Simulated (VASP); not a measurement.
# AlH7 (Fm-3m) in VASP: further runs, part 2 of 2

VASP 6.6.1. The steps go on from the part before.

### Step 3. Relaxation of cell and atoms, PBE

This run uses another cell than the first one, of 11.64 Å³/atom.

The input, INCAR:

```
PREC = Accurate
ENCUT = 500
EDIFF = 1E-7
ISMEAR = 0
SIGMA = 0.2
LREAL = False
LASPH = True
NELM = 120
ALGO = Normal
ISIF = 3
LWAVE = False
LCHARG = False
GGA = PE
IBRION = 2
NSW = 36
EDIFFG = -0.08
GGA_COMPAT = False
NELMIN = 4
```

The input, KPOINTS:

```
Automatic mesh
0
Gamma
  4 4 4
```

The input, POSCAR:

```
AlH7
1.0
    0.0000000000      3.5978472300      3.5978472300
    3.5978472300      0.0000000000      3.5978472300
    3.5978472300      3.5978472300      0.0000000000
Al H
1 7
Direct
    0.0000000000      0.0000000000      0.0000000000
    0.5000000000      0.5000000000      0.5000000000
    0.0000000000      0.0000000000      0.5000000000
    0.5000000000      0.0000000000      0.5000000000
    0.0000000000      0.5000000000      0.5000000000
    0.5000000000      0.5000000000      0.0000000000
    0.0000000000      0.5000000000      0.0000000000
    0.5000000000      0.0000000000      0.0000000000
```

Potentials or basis: VASP PAW PBE potentials, release 64 (Al, H).

On the command line:

```bash
$ cat potpaw_PBE.64/Al/POTCAR potpaw_PBE.64/H/POTCAR > POTCAR
$ mpirun -np 1 vasp_std > vasp.out
```

OUTCAR:

```text
PREC = Accurate
   ENCUT = 500
   EDIFF = 1E-7
   ISMEAR = 0
   LREAL = False
   LASPH = True
   NELM = 120
   ISIF = 3
   GGA = PE
   IBRION = 2
   NSW = 36
   EDIFFG = -0.08
   NELMIN = 4

 ion  position               nearest neighbor table
   1  0.000  0.000  0.000-
   2  0.500  0.500  0.500-
   3  0.000  0.000  0.500-
   4  0.500  0.000  0.500-
   5  0.000  0.500  0.500-
   6  0.500  0.500  0.000-
   7  0.000  0.500  0.000-
   8  0.500  0.000  0.000-

  LATTYP: Found a face centered cubic cell.
 ALAT       =     7.1956944600

  Lattice vectors:

 A1 = (   0.0000000000,   3.5978472300,   3.5978472300)
 A2 = (   3.5978472300,   0.0000000000,   3.5978472300)
 A3 = (   3.5978472300,   3.5978472300,   0.0000000000)

Analysis of symmetry for initial positions (statically):
=====================================================================
 Subroutine PRICEL returns:
 Original cell was already a primitive cell.

 Routine SETGRP: Setting up the symmetry group for a
 face centered cubic supercell.

 Subroutine GETGRP returns: Found 48 space group operations
 (whereof 48 operations were pure point group operations)
 out of a pool of 48 trial point group operations.

[... 166 lines left out ...]
  -------------------------------------------------------------------------------------
  Total      -10.0589590    -10.0589590    -10.0589590      0.0000000      0.0000000      0.0000000
  in kB     -173.0236491   -173.0236491   -173.0236491      0.0000000      0.0000000      0.0000000
  external PRESSURE =    -173.0236491 kB  Pullay stress =       0.0000000 kB
[... 29 lines left out ...]
--------------------------------------- Ionic step        2  -------------------------------------------

 number of electron       9.9999999 magnetization

 E-fermi :  -0.7485     XC(G=0):  -8.1715

 val. band max:       -0.8942366671   @ k =   0.5000   0.0000   0.0000
 cond. band min:      -0.7109539572   @ k =   0.2500   0.0000   0.0000
 fundamental gap:      0.1832827099
 Fermi energy:        -0.7484512434

 k-point     1 :       0.0000    0.0000    0.0000
  band No.  band energies     occupation
      1      -8.5196      2.00000
      2      -1.5560      2.00000
      3      -1.5560      2.00000
      4      -1.5560      2.00000
      5      -0.6085      0.32245
      6       0.6588      0.00000
      7       0.6588      0.00000
      8       2.0086      0.00000
      9       2.0086      0.00000
     10       2.0086      0.00000
[... 214 lines left out ...]
--------------------------------------- Ionic step        5  -------------------------------------------

 number of electron      10.0000000 magnetization

 Free energy of the ion-electron system (eV)
  ---------------------------------------------------
  ext. energy  EPLUGINS =         0.00000000
  ---------------------------------------------------
  free energy    TOTEN  =       -20.43992764 eV

  energy without entropy =      -20.42792935  energy(sigma->0) =      -20.43392849

 E-fermi :   4.0304     XC(G=0): -10.4368

 val. band max:        3.0801247904   @ k =   0.5000   0.0000   0.0000
 cond. band min:       4.0852301724   @ k =   0.5000   0.0000   0.0000
 fundamental gap:      1.0051053820
 Fermi energy:         4.0303601816

 k-point     1 :       0.0000    0.0000    0.0000
  band No.  band energies     occupation
      1      -9.2976      2.00000
      2       2.2096      2.00000
      3       2.2096      2.00000
      4       2.2096      2.00000
      5       4.9550      0.00000
      6       6.2933      0.00000
      7       6.2933      0.00000
      8       7.4766      0.00000
      9       7.4766      0.00000
     10       7.4766      0.00000
[... 124 lines left out ...]
  FREE ENERGIE OF THE ION-ELECTRON SYSTEM (eV)
  ---------------------------------------------------
  free  energy   TOTEN  =       -20.4399276357 eV

  energy  without entropy=      -20.4279293481  energy(sigma->0) =      -20.43392849

 reached required accuracy - stopping structural energy minimisation
```

It took 84 s on 1 thread of Intel Xeon 8259CL, shared host; peak memory 0.21 GiB.

What came out:

```yaml
Free_energy: -20.4399 eV
Relaxed_volume: 4.87 Å³/atom
Relaxed_cell: a = 3.806 Å, b = 3.806 Å, c = 3.806 Å, α = 60.00°, β = 60.00°, γ = 60.00°
Space_group_after_relaxing_to_0.1_Å: Fm-3m (No. 225)
Energy_gained_by_relaxing: 727.0 meV/atom
Ionic_steps: 5
Pressure_after_relaxing: -0.1 GPa
Band_gap_on_the_k_mesh: zero (bands 5 and 6 overlap by 3.01 eV)
```

Step by step:
| step | energy change (eV) | largest force (eV/Å) | pressure (GPa) | volume (Å³) |
| --- | --- | --- | --- | --- |
| 1 | 0.0000 | 0.0000 | -17.30 | 93.14 |
| 2 | -1.8442 | 0.0000 | -19.65 | 77.20 |
| 3 | -5.7986 | 0.0000 | -3.54 | 40.46 |
| 4 | -5.7987 | 0.0000 | 3.97 | 37.49 |
| 5 | -5.8160 | 0.0000 | -0.13 | 38.99 |

Final structure:
```
CELL_PARAMETERS angstrom
0.00000 2.69134 2.69134
2.69134 0.00000 2.69134
2.69134 2.69134 0.00000
ATOMIC_POSITIONS crystal
Al 0.00000 0.00000 0.00000
H 0.50000 0.50000 0.50000
H 0.00000 0.00000 0.50000
H 0.50000 0.00000 0.50000
H 0.00000 0.50000 0.50000
H 0.50000 0.50000 0.00000
H 0.00000 0.50000 0.00000
H 0.50000 0.00000 0.00000
```

Levels at points of the mesh, in eV from the Fermi level:
```csv
k point,band 3,band 4,band 5,band 6,band 7,band 8
"(0.00, 0.00, 0.00)",-1.82,-1.82,0.92,2.26,2.26,3.45
"(0.50, 0.00, 0.00)",-1.48,-1.48,-0.95,-0.95,0.05,3.23
"(0.50, 0.50, 0.00)",-4.43,-4.43,-3.88,-2.07,4.25,7.28
```

Caveat: the k points lie up to 0.51 Å⁻¹ apart in the final cell, too coarse for converged energies and pressures of a metal; the volume moved by over 15 % at a fixed basis, so the end points are rough.

The gap in the log of VASP goes by the Fermi energy; the results here count the filled bands.